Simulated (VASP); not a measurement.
# Mg (P6_3/mmc) in VASP: further runs

Mg is run at these levels: PBE; tasks: single point, relaxation of cell and atoms.

Program: VASP 6.6.1. These are calculated values, not measurements. Logs are shortened: lines on timing, memory, paths and dates and some standing lists are left out, and cuts for length are marked.

## (1) The cell of the first run

It takes space group P6_3/mmc (No. 194, hexagonal). The conventional cell has a = 3.320 Å, b = 3.320 Å, c = 10.799 Å, α = 90.00°, β = 90.00°, γ = 120.00°. Within 4.4 Å of Mg (site symmetry -3m) lie 12 Mg at 3.31 to 3.32 Å. Mg (site symmetry -6m2) has 12 Mg at 3.31 to 3.32 Å within 4.4 Å.

## (2) Single point, PBE (25.77 Å³/atom)

INCAR

```
PREC = Accurate
ENCUT = 520
EDIFF = 1E-6
ISMEAR = -1
SIGMA = 0.1
LREAL = F
LASPH = T
NELM = 100
ALGO = Normal
ISIF = 2
LWAVE = F
LCHARG = F
GGA = PE
NBANDS = 12
```

KPOINTS

```
regular mesh
0
Gamma
  13 13 4
```

POSCAR

```
Mg
1.0
    3.3198947126      0.0000000000      0.0000000000
   -1.6599473563      2.8751131590      0.0000000000
    0.0000000000      0.0000000000     10.7985249969
Mg
4
Direct
    0.0000000000      0.0000000000      1.0000000000
    1.0000000000      0.0000000000      0.5000000000
    0.3333333333      0.6666666667      0.2500000000
    0.6666666667      0.3333333333      0.7500000000
```

Potentials or basis: VASP PAW PBE potentials, release 64 (Mg).

Command:

```sh
$ cat potpaw_PBE.64/Mg/POTCAR > POTCAR
$ mpirun -np 1 vasp_std > vasp.out
```

OUTCAR:

```text
PREC = Accurate
   ENCUT = 520
   EDIFF = 1E-6
   ISMEAR = -1
   LREAL = F
   LASPH = T
   NELM = 100
   ISIF = 2
   GGA = PE

 ion  position               nearest neighbor table
   1  0.000  0.000  0.000-   3 3.31   4 3.31   3 3.31   4 3.31   4 3.31   3 3.31
   2  0.000  0.000  0.500-   3 3.31   4 3.31   3 3.31   4 3.31   4 3.31   3 3.31
   3  0.333  0.667  0.250-   1 3.31   2 3.31   1 3.31   2 3.31   1 3.31   2 3.31
   4  0.667  0.333  0.750-   1 3.31   2 3.31   1 3.31   2 3.31   1 3.31   2 3.31

  LATTYP: Found a hexagonal cell.
 ALAT       =     3.3198947126
 C/A-ratio  =     3.2526709223

  Lattice vectors:

 A1 = (   3.3198947126,   0.0000000000,   0.0000000000)
 A2 = (  -1.6599473563,   2.8751131590,   0.0000000000)
 A3 = (   0.0000000000,   0.0000000000,  10.7985249969)

Analysis of symmetry for initial positions (statically):
=====================================================================
 Subroutine PRICEL returns:
 Original cell was already a primitive cell.

 Routine SETGRP: Setting up the symmetry group for a
 hexagonal supercell.

 Subroutine GETGRP returns: Found 24 space group operations
 (whereof 12 operations were pure point group operations)
 out of a pool of 24 trial point group operations.

The static configuration has the point symmetry D_3d.
 The point group associated with its full space group is D_6h.

Analysis of symmetry for dynamics (positions and initial velocities):
=====================================================================
 Subroutine PRICEL returns:
 Original cell was already a primitive cell.

 Routine SETGRP: Setting up the symmetry group for a
 hexagonal supercell.

 Subroutine GETGRP returns: Found 24 space group operations
 (whereof 12 operations were pure point group operations)
 out of a pool of 24 trial point group operations.

The dynamic configuration has the point symmetry D_3d.
 The point group associated with its full space group is D_6h.

 Subroutine INISYM returns: Found 24 space group operations
 (whereof 12 operations are pure point group operations),
 and found     1 'primitive' translations

----------------------------------------------------------------------------------------

                                     Primitive cell

  volume of cell :     103.0727

  direct lattice vectors                    reciprocal lattice vectors
     3.319894713  0.000000000  0.000000000     0.301214372  0.173906199  0.000000000
    -1.659947356  2.875113159  0.000000000     0.000000000  0.347812397  0.000000000
[... 102 lines left out ...]
   EMIN   =  10.00;   EMAX   =-10.00  energy-range for DOS
   EFERMI =   0.00;   METHOD = LEGACY
   ISMEAR =    -1;   SIGMA  =   0.10  broadening in eV -4-tet -1-fermi 0-gaus
   EFERMI_NEDOS =   21; number of points for ismear=-14 and -15
   IALGO  =     38    algorithm
   IMIX   =      4    mixing-type and parameters
     AMIX     =   0.40;   BMIX     =  1.00
     AMIX_MAG =   1.60;   BMIX_MAG =  1.00
  volume/ion in A,a.u.               =      25.77       173.89
  Fermi-wavevector in a.u.,A,eV,Ry     =   0.698324  1.319641  6.634967  0.487656
  Thomas-Fermi vector in A             =   1.781896
   LORBIT       =      0    0 simple, 1 ext, 2 COOP (PROOUT), +10 PAW based schemes
   GGA     = PE    functional components
   LHFCALC =     F    Hartree Fock is set to
   AEXX    =    0.0000 exact exchange contribution
   IVDW    =     0    specifies the selected vdW correction
   LEPSILON=     F    determine dielectric tensor
   LRPA    =     F    only Hartree local field effects (RPA)
 non-spin polarized calculation
  energy-cutoff  :      520.00
  volume of cell :      103.07
 maximum number of plane-waves:      2798
 NGX is ok and might be reduce to    28
   NGX = 13   NGY = 13   NGZ = 41

 number of electron       8.0000000 magnetization

 Free energy of the ion-electron system (eV)
  ---------------------------------------------------
  ext. energy  EPLUGINS =         0.00000000
  ---------------------------------------------------
  free energy    TOTEN  =        -5.89629986 eV

  energy without entropy =       -5.82608640  energy(sigma->0) =       -5.86119313

 E-fermi :   2.0961     XC(G=0):  -8.1413

 val. band max:        2.0914391414   @ k =   0.0769   0.0000   0.2500
 cond. band min:       2.1061624632   @ k =   0.4615   0.0769   0.2500
 fundamental gap:      0.0147233219
 Fermi energy:         2.0961267457

 k-point     1 :       0.0000    0.0000    0.0000
  band No.  band energies     occupation
      1      -4.3905      2.00000
      2      -3.1060      2.00000
      3      -3.1025      2.00000
      4       0.5557      2.00000
      5       0.7922      2.00000
      6       6.7208      0.00000
      7       6.7279      0.00000
      8      12.2801      0.00000
      9      12.2801      0.00000
     10      12.3325      0.00000
     11      12.3325      0.00000
     12      13.0917      0.00000
[... 331 lines left out ...]
 k-point    24 :       0.1538   -0.0000    0.2500
  band No.  band energies     occupation
      1      -3.8789      2.00000
      2      -3.2369      2.00000
      3      -1.9641      2.00000
      4      -0.0846      2.00000
      5       2.3941      0.09667
      6       5.3885      0.00000
      7       8.1370      0.00000
      8       8.7143      0.00000
      9       9.0418      0.00000
     10       9.9187      0.00000
     11      10.3275      0.00000
     12      10.8817      0.00000

 [... further k-points ...]

------------------------ aborting loop because EDIFF is reached ----------------------------------------

  FORCE on cell =-STRESS in cart. coord.  units (eV):
  Direction    XX          YY          ZZ          XY          YZ          ZX
  --------------------------------------------------------------------------------------
  -------------------------------------------------------------------------------------
  Total       -2.1064533     -2.1064533     -2.0462545      0.0000000     -0.0000000      0.0000000
  in kB      -32.7430188    -32.7430188    -31.8072801      0.0000000     -0.0000000      0.0000000
  external PRESSURE =     -32.4311059 kB  Pullay stress =       0.0000000 kB

 VOLUME and BASIS-vectors are now :
 -----------------------------------------------------------------------------
  energy-cutoff  :      520.00
  volume of cell :      103.07
      direct lattice vectors                 reciprocal lattice vectors
     3.319894713  0.000000000  0.000000000     0.301214372  0.173906199  0.000000000
    -1.659947356  2.875113159  0.000000000     0.000000000  0.347812397  0.000000000
     0.000000000  0.000000000 10.798524997     0.000000000  0.000000000  0.092605240

 POSITION                                       TOTAL-FORCE (eV/Angst)
 -----------------------------------------------------------------------------------
      0.00000      0.00000      0.00000        -0.000000      0.000000      0.000000
      0.00000      0.00000      5.39926        -0.000000      0.000000      0.000000
     -0.00000      1.91674      2.69963        -0.000000     -0.000000     -0.000000
      1.65995      0.95837      8.09889         0.000000      0.000000      0.000000
 -----------------------------------------------------------------------------------
    total drift:                               -0.000000      0.000000     -0.000000

  FREE ENERGIE OF THE ION-ELECTRON SYSTEM (eV)
  ---------------------------------------------------
  free  energy   TOTEN  =        -5.8962998576 eV

  energy  without entropy=       -5.8260864017  energy(sigma->0) =       -5.86119313
```

stdout:

```text
POSCAR found type information on POSCAR Mg
 POSCAR found :  1 types and       4 ions
 scaLAPACK will be used
 LDA part: xc-table for (Slater+PW92), standard interpolation
 POSCAR, INCAR and KPOINTS ok, starting setup
 FFT: planning ... GRIDC
 FFT: planning ... GRID_SOFT
 FFT: planning ... GRID
 WAVECAR not read
 entering main loop
```

It took 24 s on 1 thread of Intel Xeon 6975P-C (Granite Rapids), shared host; peak memory 0.26 GiB.

What came out:

```yaml
Free_energy: -5.8963 eV
Pressure: -3.2 GPa
Band_gap_on_the_k_mesh: zero (bands 4 and 5 overlap by 2.41 eV)
```

Levels at points of the mesh, in eV from the Fermi level:
| k point | band 2 | band 3 | band 4 | band 5 | band 6 | band 7 |
| --- | --- | --- | --- | --- | --- | --- |
| (0.00, 0.00, 0.00) | -5.20 | -5.20 | -1.54 | -1.30 | 4.62 | 4.63 |
| (0.00, 0.00, 0.50) | -6.16 | -3.61 | -3.61 | 1.34 | 1.34 | 8.36 |

Caveat: the cell stands under tension.

(Part 1 of 2 ends here.)
